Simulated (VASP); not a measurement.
# BAs (zincblende type) (F-43m) in VASP: notebook, part 2 of 3

VASP 6.6.1. The steps go on from the part before.

### Step 3. Electric field gradients, PBE (volume scaled by 0.9405)

The input, INCAR:

```
SYSTEM = BAs
  PREC = Accurate
  ENCUT = 520
  EDIFF = 1E-8
  ISMEAR = -1
  SIGMA = 0.08
  LREAL = .False.
  LASPH = .True.
  NELM = 80
  ALGO = Normal
  ISIF = 2
  LWAVE = .False.
  LCHARG = .False.
  GGA = PE
  LEFG = .True.
  NBANDS = 11
```

The input, KPOINTS:

```
Automatic mesh
0
Gamma
  15 15 15
  0 0 0
```

The input, POSCAR:

```
BAs
1.0
    0.0000000000      2.3559877699      2.3559877699
    2.3559877699      0.0000000000      2.3559877699
    2.3559877699      2.3559877699      0.0000000000
B As
1 1
Direct
    0.0000000000      0.0000000000      0.0000000000
    0.2500000000      0.2500000000      0.2500000000
```

Potentials or basis: VASP PAW PBE potentials, release 64 (B, As).

The run is started by

```sh
$ cat potpaw_PBE.64/B/POTCAR potpaw_PBE.64/As/POTCAR > POTCAR
$ mpirun -np 1 vasp_std > vasp.out
```

OUTCAR:

```text
SYSTEM = BAs
   PREC = Accurate
   ENCUT = 520
   EDIFF = 1E-8
   ISMEAR = -1
   LREAL = .False.
   LASPH = .True.
   NELM = 80
   ISIF = 2
   GGA = PE

 ion  position               nearest neighbor table
   1  0.000  0.000  0.000-   2 2.04   2 2.04   2 2.04   2 2.04
   2  0.250  0.250  0.250-   1 2.04   1 2.04   1 2.04   1 2.04

  LATTYP: Found a face centered cubic cell.
 ALAT       =     4.7119755398

  Lattice vectors:

 A1 = (   0.0000000000,   2.3559877699,   2.3559877699)
 A2 = (   2.3559877699,   0.0000000000,   2.3559877699)
 A3 = (   2.3559877699,   2.3559877699,   0.0000000000)

Analysis of symmetry for initial positions (statically):
=====================================================================
 Subroutine PRICEL returns:
 Original cell was already a primitive cell.

 Routine SETGRP: Setting up the symmetry group for a
 face centered cubic supercell.

 Subroutine GETGRP returns: Found 24 space group operations
 (whereof 24 operations were pure point group operations)
 out of a pool of 48 trial point group operations.

The static configuration has the point symmetry T_d .

Analysis of symmetry for dynamics (positions and initial velocities):
=====================================================================
 Subroutine PRICEL returns:
 Original cell was already a primitive cell.

 Routine SETGRP: Setting up the symmetry group for a
 face centered cubic supercell.

 Subroutine GETGRP returns: Found 24 space group operations
 (whereof 24 operations were pure point group operations)
 out of a pool of 48 trial point group operations.

The dynamic configuration has the point symmetry T_d .

[... 162 lines left out ...]
      8      11.8038      0.00000
      9      16.3762      0.00000
     10      19.7069      0.00000
     11      19.7069      0.00000
[... 309 lines left out ...]
 k-point    24 :       0.2000    0.1333    0.0000
  band No.  band energies     occupation
      1      -8.5178      2.00000
      2       3.7276      2.00000
      3       4.8135      2.00000
      4       5.0719      2.00000
      5       9.1172      0.00000
      6      11.9172      0.00000
      7      12.3299      0.00000
      8      12.9232      0.00000
      9      16.6016      0.00000
     10      18.7701      0.00000
     11      19.9479      0.00000

 [... further k-points ...]
[... 5 lines left out ...]
  --------------------------------------------------------------------------------------
  -------------------------------------------------------------------------------------
  Total        1.6243959      1.6243959      1.6243959      0.0000000     -0.0000000      0.0000000
  in kB       99.5069417     99.5069417     99.5069417      0.0000000     -0.0000000      0.0000000
  external PRESSURE =      99.5069417 kB  Pullay stress =       0.0000000 kB

 VOLUME and BASIS-vectors are now :
 -----------------------------------------------------------------------------
  energy-cutoff  :      520.00
  volume of cell :       26.15
      direct lattice vectors                 reciprocal lattice vectors
     0.000000000  2.355987770  2.355987770    -0.212225210  0.212225210  0.212225210
     2.355987770  0.000000000  2.355987770     0.212225210 -0.212225210  0.212225210
     2.355987770  2.355987770  0.000000000     0.212225210  0.212225210 -0.212225210

 POSITION                                       TOTAL-FORCE (eV/Angst)
 -----------------------------------------------------------------------------------
      0.00000      0.00000      0.00000         0.000000      0.000000      0.000000
      1.17799      1.17799      1.17799        -0.000000     -0.000000     -0.000000
 -----------------------------------------------------------------------------------
    total drift:                               -0.000000     -0.000000     -0.000000

  FREE ENERGIE OF THE ION-ELECTRON SYSTEM (eV)
  ---------------------------------------------------
  free  energy   TOTEN  =       -11.3614583741 eV

  energy  without entropy=      -11.3614511847  energy(sigma->0) =      -11.36145478

 Electric field gradients (V/A^2)
---------------------------------------------------------------------
 ion       V_xx      V_yy      V_zz      V_xy      V_xz      V_yz
---------------------------------------------------------------------
   1       0.000    -0.000    -0.000    -0.000    -0.000    -0.000
   2       0.000    -0.000     0.000     0.000     0.000     0.000
---------------------------------------------------------------------

 Electric field gradients after diagonalization (V/A^2)
 (convention: |V_zz| > |V_xx| > |V_yy|)
----------------------------------------------------------------------
 ion       V_xx      V_yy      V_zz     asymmetry (V_yy - V_xx)/ V_zz
----------------------------------------------------------------------
   1       0.000     0.000    -0.000       0.000
   2      -0.000    -0.000     0.000       0.000
----------------------------------------------------------------------

           NMR quadrupolar parameters

 Cq : quadrupolar parameter    Cq=e*Q*V_zz/h
 eta: asymmetry parameters     (V_yy - V_xx)/ V_zz
 Q  : nuclear electric quadrupole moment in mb (millibarn)
----------------------------------------------------------------------
 ion       Cq(MHz)       eta       Q (mb)
----------------------------------------------------------------------
   1      -0.000       0.000       1.000
   2       0.000       0.000       1.000
----------------------------------------------------------------------
```

OSZICAR:

```text
N       E                     dE             d eps       ncg     rms          rms(c)
DAV:   1     0.121156146146E+02    0.12116E+02   -0.38928E+03  2640   0.647E+02
DAV:   2    -0.114022147150E+02   -0.23518E+02   -0.22262E+02  3524   0.106E+02
DAV:   3    -0.120822653560E+02   -0.68005E+00   -0.67865E+00  3285   0.166E+01
DAV:   4    -0.120838928308E+02   -0.16275E-02   -0.16274E-02  2947   0.930E-01
DAV:   5    -0.120838951129E+02   -0.22820E-05   -0.22821E-05  3197   0.374E-02    0.523E+00
DAV:   6    -0.114385183049E+02    0.64538E+00   -0.17058E+00  2832   0.544E+00    0.254E+00
DAV:   7    -0.113683647195E+02    0.70154E-01   -0.22759E-01  3119   0.233E+00    0.102E+00
DAV:   8    -0.113609980674E+02    0.73667E-02   -0.21133E-02  2982   0.837E-01    0.102E-01
DAV:   9    -0.113613015947E+02   -0.30353E-03   -0.73922E-04  3086   0.162E-01    0.631E-02
DAV:  10    -0.113614527392E+02   -0.15114E-03   -0.18685E-04  2828   0.839E-02    0.126E-02
DAV:  11    -0.113614582599E+02   -0.55207E-05   -0.50303E-06  3233   0.152E-02    0.114E-02
DAV:  12    -0.113614581957E+02    0.64243E-07   -0.25179E-06  2799   0.866E-03    0.405E-03
DAV:  13    -0.113614582588E+02   -0.63140E-07   -0.85997E-08  3256   0.188E-03    0.120E-03
DAV:  14    -0.113614583687E+02   -0.10990E-06   -0.11581E-08  2744   0.723E-04    0.130E-04
DAV:  15    -0.113614583741E+02   -0.53325E-08   -0.25233E-10  1374   0.119E-04
   1 F= -.11361458E+02 E0= -.11361455E+02  d E =-.718937E-05
```

stdout:

```text
POSCAR found type information on POSCAR B As
 POSCAR found :  2 types and       2 ions
 scaLAPACK will be used
 LDA part: xc-table for (Slater+PW92), standard interpolation
 POSCAR, INCAR and KPOINTS ok, starting setup
 FFT: planning ... GRIDC
 FFT: planning ... GRID_SOFT
 FFT: planning ... GRID
 WAVECAR not read
 entering main loop
ion   1

ion   2
```

It took 50 s on 1 thread of Intel Xeon Platinum 8488C (Sapphire Rapids), shared host; peak memory 0.18 GiB.

What came out:

- Free energy: -11.3615 eV
- Pressure: 10.0 GPa
- Band gap on the k mesh: 1.13 eV, indirect (least direct gap 3.33 eV)

Caveat: without QUAD_EFG the Cq values of the log hold for a quadrupole moment of 1 mb, not for the nuclei. A k mesh can miss the band edges.

### Step 4. Electric field gradients, PBE (volume scaled by 0.98)

The input, INCAR:

```
PREC = Accurate
ENCUT = 520
EDIFF = 1E-8
ISMEAR = -1
SIGMA = 0.08
LREAL = F
LASPH = T
NELM = 80
ALGO = Normal
ISIF = 2
LWAVE = F
LCHARG = F
GGA = PE
LEFG = T
NBANDS = 11
```

The input, KPOINTS:

```
Automatic mesh
0
Gamma
  15 15 15
```

The input, POSCAR:

```
BAs
1.0
    0.0000000000      2.3885194947      2.3885194947
    2.3885194947      0.0000000000      2.3885194947
    2.3885194947      2.3885194947      0.0000000000
B As
1 1
Direct
    0.0000000000      0.0000000000      0.0000000000
    0.2500000000      0.2500000000      0.2500000000
```

Potentials or basis: VASP PAW PBE potentials, release 64 (B, As).

The run is started by

```sh
$ cat potpaw_PBE.64/B/POTCAR potpaw_PBE.64/As/POTCAR > POTCAR
$ mpirun -np 1 vasp_std > vasp.out
```

OUTCAR:

```text
PREC = Accurate
   ENCUT = 520
   EDIFF = 1E-8
   ISMEAR = -1
   LREAL = F
   LASPH = T
   NELM = 80
   ISIF = 2
   GGA = PE

 ion  position               nearest neighbor table
   1  0.000  0.000  0.000-   2 2.07   2 2.07   2 2.07   2 2.07
   2  0.250  0.250  0.250-   1 2.07   1 2.07   1 2.07   1 2.07

  LATTYP: Found a face centered cubic cell.
 ALAT       =     4.7770389894

  Lattice vectors:

 A1 = (   0.0000000000,   2.3885194947,   2.3885194947)
 A2 = (   2.3885194947,   0.0000000000,   2.3885194947)
 A3 = (   2.3885194947,   2.3885194947,   0.0000000000)

Analysis of symmetry for initial positions (statically):
=====================================================================
 Subroutine PRICEL returns:
 Original cell was already a primitive cell.

 Routine SETGRP: Setting up the symmetry group for a
 face centered cubic supercell.

 Subroutine GETGRP returns: Found 24 space group operations
 (whereof 24 operations were pure point group operations)
 out of a pool of 48 trial point group operations.

The static configuration has the point symmetry T_d .

Analysis of symmetry for dynamics (positions and initial velocities):
=====================================================================
 Subroutine PRICEL returns:
 Original cell was already a primitive cell.

 Routine SETGRP: Setting up the symmetry group for a
 face centered cubic supercell.

 Subroutine GETGRP returns: Found 24 space group operations
 (whereof 24 operations were pure point group operations)
 out of a pool of 48 trial point group operations.

The dynamic configuration has the point symmetry T_d .

[... 161 lines left out ...]
      7       9.4023      0.00000
      8      10.8122      0.00000
      9      15.7087      0.00000
     10      19.0762      0.00000
     11      19.0762      0.00000
[... 309 lines left out ...]
 k-point    24 :       0.2000    0.1333    0.0000
  band No.  band energies     occupation
      1      -8.6227      2.00000
      2       3.3027      2.00000
      3       4.4316      2.00000
      4       4.6478      2.00000
      5       8.6348      0.00000
      6      11.2246      0.00000
      7      11.7145      0.00000
      8      12.2513      0.00000
      9      15.9461      0.00000
     10      17.9895      0.00000
     11      19.3213      0.00000

 [... further k-points ...]
[... 5 lines left out ...]
  --------------------------------------------------------------------------------------
  -------------------------------------------------------------------------------------
  Total        0.5832496      0.5832496      0.5832496     -0.0000000      0.0000000      0.0000000
  in kB       34.2885165     34.2885165     34.2885165     -0.0000000      0.0000000      0.0000000
  external PRESSURE =      34.2885165 kB  Pullay stress =       0.0000000 kB

 VOLUME and BASIS-vectors are now :
 -----------------------------------------------------------------------------
  energy-cutoff  :      520.00
  volume of cell :       27.25
      direct lattice vectors                 reciprocal lattice vectors
     0.000000000  2.388519495  2.388519495    -0.209334695  0.209334695  0.209334695
     2.388519495  0.000000000  2.388519495     0.209334695 -0.209334695  0.209334695
     2.388519495  2.388519495  0.000000000     0.209334695  0.209334695 -0.209334695

 POSITION                                       TOTAL-FORCE (eV/Angst)
 -----------------------------------------------------------------------------------
      0.00000      0.00000      0.00000         0.000000      0.000000      0.000000
      1.19426      1.19426      1.19426        -0.000000     -0.000000     -0.000000
 -----------------------------------------------------------------------------------
    total drift:                               -0.000000     -0.000000     -0.000000

  FREE ENERGIE OF THE ION-ELECTRON SYSTEM (eV)
  ---------------------------------------------------
  free  energy   TOTEN  =       -11.4068083930 eV

  energy  without entropy=      -11.4068025297  energy(sigma->0) =      -11.40680546

 Electric field gradients (V/A^2)
---------------------------------------------------------------------
 ion       V_xx      V_yy      V_zz      V_xy      V_xz      V_yz
---------------------------------------------------------------------
   1       0.000    -0.000    -0.000    -0.000    -0.000    -0.000
   2      -0.000    -0.000     0.000     0.000     0.000     0.000
---------------------------------------------------------------------

 Electric field gradients after diagonalization (V/A^2)
 (convention: |V_zz| > |V_xx| > |V_yy|)
----------------------------------------------------------------------
 ion       V_xx      V_yy      V_zz     asymmetry (V_yy - V_xx)/ V_zz
----------------------------------------------------------------------
   1       0.000     0.000    -0.000       0.000
   2      -0.000    -0.000     0.000       0.000
----------------------------------------------------------------------

           NMR quadrupolar parameters

 Cq : quadrupolar parameter    Cq=e*Q*V_zz/h
 eta: asymmetry parameters     (V_yy - V_xx)/ V_zz
 Q  : nuclear electric quadrupole moment in mb (millibarn)
----------------------------------------------------------------------
 ion       Cq(MHz)       eta       Q (mb)
----------------------------------------------------------------------
   1      -0.000       0.000       1.000
   2       0.000       0.000       1.000
----------------------------------------------------------------------
```

stdout:

```text
POSCAR found type information on POSCAR B As
 POSCAR found :  2 types and       2 ions
 scaLAPACK will be used
 LDA part: xc-table for (Slater+PW92), standard interpolation
 POSCAR, INCAR and KPOINTS ok, starting setup
 FFT: planning ... GRIDC
 FFT: planning ... GRID_SOFT
 FFT: planning ... GRID
 WAVECAR not read
 entering main loop
ion   1

ion   2
```

Run time: 66 s. Hardware: 1 thread of Intel Xeon Platinum 8488C (Sapphire Rapids), shared host; peak memory 0.18 GiB.

What came out:

```yaml
Free_energy: -11.4068 eV
Pressure: 3.4 GPa
Band_gap_on_the_k_mesh: 1.18 eV, indirect (least direct gap 3.28 eV)
```

Caveat: without QUAD_EFG the Cq values of the log hold for a quadrupole moment of 1 mb, not for the nuclei.

[end of part 2 of 3]
